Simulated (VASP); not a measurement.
# SrVO3 (Pm-3m) in VASP: notebook

SrVO3 is run at these levels: PBE+U; tasks: single point.

Program: VASP 6.6.1. These are calculated values, not measurements. Logs are shortened: lines on timing, memory, paths and dates and some standing lists are left out, and cuts for length are marked.

**1. The cell of the first run**

It takes space group Pm-3m (No. 221, cubic). The conventional cell has a = 3.946 Å, b = 3.946 Å, c = 3.946 Å, α = 90.00°, β = 90.00°, γ = 90.00°. Sr (site symmetry m-3m) has 12 O at 2.79 Å and 8 V at 3.42 Å within 3.7 Å. V (site symmetry m-3m) has 6 O at 1.97 Å within 2.6 Å. O (site symmetry 4/mmm) has 2 V at 1.97 Å within 2.6 Å.

**2. Single point, PBE+U, collinear spin, ferromagnetic start**

Contents of INCAR:

```
SYSTEM = SrVO3
  ALGO = Normal
  EDIFF = 1E-6
  ENCUT = 520
  GGA = PE
  ISIF = 2
  ISMEAR = 0
  ISPIN = 2
  LASPH = .TRUE.
  LCHARG = .FALSE.
  LDAU = .TRUE.
  LDAUJ = 0 0 0
  LDAUL = -1 2 -1
  LDAUPRINT = 1
  LDAUTYPE = 2
  LDAUU = 0 3.25 0
  LMAXMIX = 4
  LORBIT = 11
  LREAL = .FALSE.
  LWAVE = .FALSE.
  MAGMOM = 0 1 0 0 0
  NBANDS = 32
  NELM = 150
  PREC = Accurate
  SIGMA = 0.1
```

Contents of KPOINTS:

```
k-points
0
G
  6 6 6
  0 0 0
```

Contents of POSCAR:

```
SrVO3
1.0
    3.9462000000      0.0000000000      0.0000000000
    0.0000000000      3.9462000000      0.0000000000
    0.0000000000      0.0000000000      3.9462000000
Sr V O
1 1 3
Direct
    0.0000000000      0.0000000000      0.0000000000
    0.5000000000      0.5000000000      0.5000000000
    0.5000000000      0.5000000000      0.0000000000
    0.5000000000      0.0000000000      0.5000000000
    0.0000000000      0.5000000000      0.5000000000
```

Potentials or basis: VASP PAW PBE potentials, release 64 (Sr_sv, V_sv, O).

On the command line:

```
> cat potpaw_PBE.64/Sr_sv/POTCAR potpaw_PBE.64/V_sv/POTCAR potpaw_PBE.64/O/POTCAR > POTCAR
> mpirun -np 1 vasp_std > vasp.out
```

OUTCAR:

```text
SYSTEM = SrVO3
   EDIFF = 1E-6
   ENCUT = 520
   GGA = PE
   ISIF = 2
   ISMEAR = 0
   ISPIN = 2
   LASPH = .TRUE.
   LORBIT = 11
   LREAL = .FALSE.
   NELM = 150
   PREC = Accurate

 ion  position               nearest neighbor table
   1  0.000  0.000  0.000-   3 2.79   4 2.79   5 2.79   4 2.79   5 2.79   3 2.79   5 2.79   5 2.79
                             3 2.79   4 2.79   4 2.79   3 2.79   2 3.42   2 3.42   2 3.42   2 3.42
   2  0.500  0.500  0.500-   3 1.97   4 1.97   5 1.97   3 1.97   4 1.97   5 1.97   1 3.42   1 3.42
                             1 3.42   1 3.42   1 3.42   1 3.42   1 3.42   1 3.42
   3  0.500  0.500  0.000-   2 1.97   2 1.97   1 2.79   1 2.79   1 2.79   1 2.79
   4  0.500  0.000  0.500-   2 1.97   2 1.97   1 2.79   1 2.79   1 2.79   1 2.79
   5  0.000  0.500  0.500-   2 1.97   2 1.97   1 2.79   1 2.79   1 2.79   1 2.79

  LATTYP: Found a simple cubic cell.
 ALAT       =     3.9462000000

  Lattice vectors:

 A1 = (   3.9462000000,   0.0000000000,   0.0000000000)
 A2 = (   0.0000000000,   3.9462000000,   0.0000000000)
 A3 = (   0.0000000000,   0.0000000000,   3.9462000000)

Analysis of symmetry for initial positions (statically):
=====================================================================
 Subroutine PRICEL returns:
 Original cell was already a primitive cell.

 Routine SETGRP: Setting up the symmetry group for a
 simple cubic supercell.

 Subroutine GETGRP returns: Found 48 space group operations
 (whereof 48 operations were pure point group operations)
 out of a pool of 48 trial point group operations.

The static configuration has the point symmetry O_h .

Analysis of symmetry for dynamics (positions and initial velocities):
=====================================================================
 Subroutine PRICEL returns:
 Original cell was already a primitive cell.

 Routine SETGRP: Setting up the symmetry group for a
 simple cubic supercell.

 Subroutine GETGRP returns: Found 48 space group operations
 (whereof 48 operations were pure point group operations)
 out of a pool of 48 trial point group operations.

The dynamic configuration has the point symmetry O_h .

Analysis of structural, dynamic, and magnetic symmetry:
=====================================================================
 Subroutine PRICEL returns:
 Original cell was already a primitive cell.

 Routine SETGRP: Setting up the symmetry group for a
 simple cubic supercell.

 Subroutine GETGRP returns: Found 48 space group operations
 (whereof 48 operations were pure point group operations)
 out of a pool of 48 trial point group operations.

The overall configuration has the point symmetry O_h .

 Subroutine INISYM returns: Found 48 space group operations
 (whereof 48 operations are pure point group operations),
 and found     1 'primitive' translations

----------------------------------------------------------------------------------------

                                     Primitive cell

  volume of cell :      61.4522

  direct lattice vectors                    reciprocal lattice vectors
     3.946200000  0.000000000  0.000000000     0.253408342  0.000000000  0.000000000
     0.000000000  3.946200000  0.000000000     0.000000000  0.253408342  0.000000000
     0.000000000  0.000000000  3.946200000     0.000000000  0.000000000  0.253408342

  length of vectors
     3.946200000  3.946200000  3.946200000     0.253408342  0.253408342  0.253408342

  position of ions in fractional coordinates (direct lattice)
     0.000000000  0.000000000  0.000000000
     0.500000000  0.500000000  0.500000000
     0.500000000  0.500000000  0.000000000
     0.500000000  0.000000000  0.500000000
     0.000000000  0.500000000  0.500000000

  ion indices of the primitive-cell ions
   primitive index   ion index
                 1           1
                 2           2
                 3           3
                 4           4
                 5           5

----------------------------------------------------------------------------------------

 KPOINTS: k-points

Automatic generation of k-mesh.
 Grid dimensions read from file:
 generate k-points for:    6    6    6

 Generating k-lattice:

  Cartesian coordinates                     Fractional coordinates (reciprocal lattice)
     0.042234724  0.000000000  0.000000000     0.166666667  0.000000000  0.000000000
     0.000000000  0.042234724  0.000000000     0.000000000  0.166666667  0.000000000
     0.000000000  0.000000000  0.042234724     0.000000000  0.000000000  0.166666667
[... 46 lines left out ...]
   ISPIN  =      2    spin polarized calculation?
   LNONCOLLINEAR =      F non collinear calculations
   LSORBIT =      F    spin-orbit coupling
   LASPH  =      T    aspherical Exc in radial PAW
   ENCUT  =  520.0 eV  38.22 Ry    6.18 a.u.   7.34  7.34  7.34*2*pi/ulx,y,z
   NELM   =    150;   NELMIN=  2; NELMDL= -5     # of ELM steps
   EDIFF  = 0.1E-05   stopping-criterion for ELM
   LREAL  =      F    real-space projection
   EDIFFG = 0.1E-04   stopping-criterion for IOM
   NSW    =      0    number of steps for IOM
   IBRION =     -1    ionic relax: 0-MD 1-quasi-New 2-CG
   NFREE  =      0    steps in history (QN), initial steepest desc. (CG)
   ISIF   =      2    stress and relaxation
   ISYM   =      2    0-nonsym 1-usesym 2-fastsym
   POTIM  = 0.5000    time-step for ionic-motion
   TEBEG  =    0.0;   TEEND  =   0.0 temperature during run
   PSTRESS=    0.0 pullay stress
   NELECT =      41.0000    total number of electrons
   NUPDOWN=      -1.0000    fix difference up-down
   EMIN   =  10.00;   EMAX   =-10.00  energy-range for DOS
   EFERMI =   0.00;   METHOD = LEGACY
   ISMEAR =     0;   SIGMA  =   0.10  broadening in eV -4-tet -1-fermi 0-gaus
   EFERMI_NEDOS =   21; number of points for ismear=-14 and -15
   IALGO  =     38    algorithm
   IMIX   =      4    mixing-type and parameters
     AMIX     =   0.40;   BMIX     =  1.00
     AMIX_MAG =   1.60;   BMIX_MAG =  1.00
  volume/ion in A,a.u.               =      12.29        82.94
  Fermi-wavevector in a.u.,A,eV,Ry     =   1.430508  2.703269 27.842333  2.046354
  Thomas-Fermi vector in A             =   2.550346
   LORBIT       =     11    0 simple, 1 ext, 2 COOP (PROOUT), +10 PAW based schemes
 LDA+U is selected, type is set to LDAUTYPE =  2
   angular momentum for each species LDAUL =    -1    2   -1
   U (eV)           for each species LDAUU =   0.0  3.2  0.0
   J (eV)           for each species LDAUJ =   0.0  0.0  0.0
   GGA     = PE    functional components
   LHFCALC =     F    Hartree Fock is set to
   AEXX    =    0.0000 exact exchange contribution
   IVDW    =     0    specifies the selected vdW correction
   LEPSILON=     F    determine dielectric tensor
   LRPA    =     F    only Hartree local field effects (RPA)
 spin polarized calculation
 Gauss-broadening in eV      SIGMA  =   0.10
  energy-cutoff  :      520.00
  volume of cell :       61.45
 maximum number of plane-waves:      1675
 NGX is ok and might be reduce to    30
   NGX = 15   NGY = 15   NGZ = 15

atom =   2  type =  2  l = 2

 onsite density matrix

spin component  1

  0.4589  0.0000 -0.0000  0.0000 -0.0000
  0.0000  0.4589  0.0000  0.0000 -0.0000
 -0.0000  0.0000  0.2941  0.0000  0.0000
  0.0000  0.0000  0.0000  0.4589  0.0000
 -0.0000 -0.0000  0.0000  0.0000  0.2941

spin component  2

  0.0991  0.0000  0.0000 -0.0000  0.0000
  0.0000  0.0991 -0.0000 -0.0000  0.0000
  0.0000 -0.0000  0.2634 -0.0000  0.0000
 -0.0000 -0.0000 -0.0000  0.0991 -0.0000
  0.0000  0.0000  0.0000 -0.0000  0.2634

 occupancies and eigenvectors

  o =  0.0991  v =  0.0000  0.0000  0.0000  0.0000  0.0000  0.0000 -0.0866 -0.0000 -0.9962 -0.0000      0.0000  0.0000  0.0000  0.0000  0.0000  0.0000  0.0000  0.0000  0.0000  0.0000
  o =  0.0991  v =  0.0000  0.0000  0.0000  0.0000  0.0000  1.0000  0.0000  0.0000  0.0000  0.0000      0.0000  0.0000  0.0000  0.0000  0.0000  0.0000  0.0000  0.0000  0.0000  0.0000
  o =  0.0991  v =  0.0000  0.0000  0.0000  0.0000  0.0000  0.0000  0.9962  0.0000 -0.0866  0.0000      0.0000  0.0000  0.0000  0.0000  0.0000  0.0000  0.0000  0.0000  0.0000  0.0000
  o =  0.2634  v =  0.0000  0.0000  0.0000  0.0000  0.0000  0.0000 -0.0000 -0.9998  0.0000  0.0202      0.0000  0.0000  0.0000  0.0000  0.0000  0.0000  0.0000  0.0000  0.0000  0.0000
  o =  0.2634  v =  0.0000  0.0000  0.0000  0.0000  0.0000  0.0000  0.0000  0.0202 -0.0000  0.9998      0.0000  0.0000  0.0000  0.0000  0.0000  0.0000  0.0000  0.0000  0.0000  0.0000
  o =  0.2941  v =  0.0000  0.0000 -0.0013  0.0000  1.0000  0.0000  0.0000  0.0000  0.0000  0.0000      0.0000  0.0000  0.0000  0.0000  0.0000  0.0000  0.0000  0.0000  0.0000  0.0000
  o =  0.2941  v =  0.0000 -0.0000 -1.0000 -0.0000 -0.0013  0.0000  0.0000  0.0000  0.0000  0.0000      0.0000  0.0000  0.0000  0.0000  0.0000  0.0000  0.0000  0.0000  0.0000  0.0000
  o =  0.4589  v =  0.0000 -0.1965 -0.0000  0.9805 -0.0000  0.0000  0.0000  0.0000  0.0000  0.0000      0.0000  0.0000  0.0000  0.0000  0.0000  0.0000  0.0000  0.0000  0.0000  0.0000
  o =  0.4589  v =  0.0000 -0.9805  0.0000 -0.1965  0.0000  0.0000  0.0000  0.0000  0.0000  0.0000      0.0000  0.0000  0.0000  0.0000  0.0000  0.0000  0.0000  0.0000  0.0000  0.0000
  o =  0.4589  v =  1.0000  0.0000  0.0000  0.0000  0.0000  0.0000  0.0000  0.0000  0.0000  0.0000      0.0000  0.0000  0.0000  0.0000  0.0000  0.0000  0.0000  0.0000  0.0000  0.0000

 number of electron      41.0000006 magnetization       0.9999942

 Free energy of the ion-electron system (eV)
  ---------------------------------------------------
  ext. energy  EPLUGINS =         0.00000000
  ---------------------------------------------------
  free energy    TOTEN  =       -36.10121119 eV

  energy without entropy =      -36.08169077  energy(sigma->0) =      -36.09145098

 E-fermi :   5.2303     XC(G=0): -11.1343

 val. band max:        5.2289849386   @ k =   0.5000   0.3333   0.0000
 cond. band min:       5.2591456795   @ k =   0.3333   0.1667   0.1667
 fundamental gap:      0.0301607409
 Fermi energy:         5.2303150342

 spin component 1

 k-point     1 :       0.0000    0.0000    0.0000
  band No.  band energies     occupation
      1     -61.5063      1.00000
      2     -35.2778      1.00000
      3     -35.2778      1.00000
      4     -35.2778      1.00000
      5     -29.1086      1.00000
      6     -13.7000      1.00000
[... 689 lines left out ...]
     31      13.7606      0.00000
     32      17.8007      0.00000
 Fermi energy:         5.2303150342

 spin component 2

 k-point     1 :       0.0000    0.0000    0.0000
  band No.  band energies     occupation
      1     -60.2880      1.00000
      2     -34.0760      1.00000
      3     -34.0760      1.00000
      4     -34.0760      1.00000
      5     -29.1105      1.00000
      6     -13.7708      1.00000
[... 689 lines left out ...]
     31      13.7972      0.00000
     32      17.7559      0.00000

------------------------ aborting loop because EDIFF is reached ----------------------------------------

  FORCE on cell =-STRESS in cart. coord.  units (eV):
  Direction    XX          YY          ZZ          XY          YZ          ZX
  --------------------------------------------------------------------------------------
  -------------------------------------------------------------------------------------
  Total       -2.1711814     -2.1711814     -2.1711814      0.0000000      0.0000000     -0.0000000
  in kB      -56.6069064    -56.6069064    -56.6069064      0.0000000      0.0000000     -0.0000000
  external PRESSURE =     -56.6069064 kB  Pullay stress =       0.0000000 kB

 VOLUME and BASIS-vectors are now :
 -----------------------------------------------------------------------------
  energy-cutoff  :      520.00
  volume of cell :       61.45
      direct lattice vectors                 reciprocal lattice vectors
     3.946200000  0.000000000  0.000000000     0.253408342  0.000000000  0.000000000
     0.000000000  3.946200000  0.000000000     0.000000000  0.253408342  0.000000000
     0.000000000  0.000000000  3.946200000     0.000000000  0.000000000  0.253408342

 POSITION                                       TOTAL-FORCE (eV/Angst)
 -----------------------------------------------------------------------------------
      0.00000      0.00000      0.00000         0.000000      0.000000      0.000000
      1.97310      1.97310      1.97310         0.000000      0.000000      0.000000
      1.97310      1.97310      0.00000         0.000000      0.000000      0.000000
      1.97310      0.00000      1.97310         0.000000      0.000000      0.000000
      0.00000      1.97310      1.97310         0.000000      0.000000      0.000000
 -----------------------------------------------------------------------------------
    total drift:                                0.000000      0.000000     -0.000000

  FREE ENERGIE OF THE ION-ELECTRON SYSTEM (eV)
  ---------------------------------------------------
  free  energy   TOTEN  =       -36.1012111933 eV

  energy  without entropy=      -36.0816907710  energy(sigma->0) =      -36.09145098

 total charge

# of ion       s       p       d       tot
------------------------------------------
    1        1.996   5.788   0.187   7.971
    2        2.264   6.301   2.758  11.323
    3        1.561   3.458   0.000   5.019
    4        1.561   3.458   0.000   5.019
    5        1.561   3.458   0.000   5.019
--------------------------------------------------
tot          8.943  22.462   2.945  34.350

 magnetization (x)

# of ion       s       p       d       tot
------------------------------------------
    1       -0.000  -0.002   0.001  -0.001
    2        0.009   0.010   1.137   1.157
    3       -0.002  -0.065   0.000  -0.067
    4       -0.002  -0.065   0.000  -0.067
    5       -0.002  -0.065   0.000  -0.067
--------------------------------------------------
tot          0.003  -0.186   1.139   0.956
```

Run time: 89 s. Hardware: 1 thread of Intel Xeon Platinum 8259CL at 2.50GHz (Skylake/Cascade Lake), shared host; peak memory 0.22 GiB.

What came out:

| Property | Result |
| --- | --- |
| Free energy | -36.1012 eV |
| Pressure | -5.7 GPa |
| Band gap on the k mesh | zero (filled and empty bands overlap) |
| Net moment | 1.00 μB per cell |
| Site moments | Sr -0.00; V +1.16; O -0.07 μB |
| Valence electrons inside the program's atomic spheres | Sr 7.97; V 11.32; O 5.02 |

Eigenvalues of the final occupation matrices:
```tsv
site	spin	trace	eigenvalues
site 2 d	1	1.96	0.29 0.29 0.46 0.46 0.46
site 2 d	2	0.82	0.10 0.10 0.10 0.26 0.26
```

Caveat: the cell stands under tension. The state reached can hang on the start; a lower one may exist.

(Continued in part 2 of 2.)
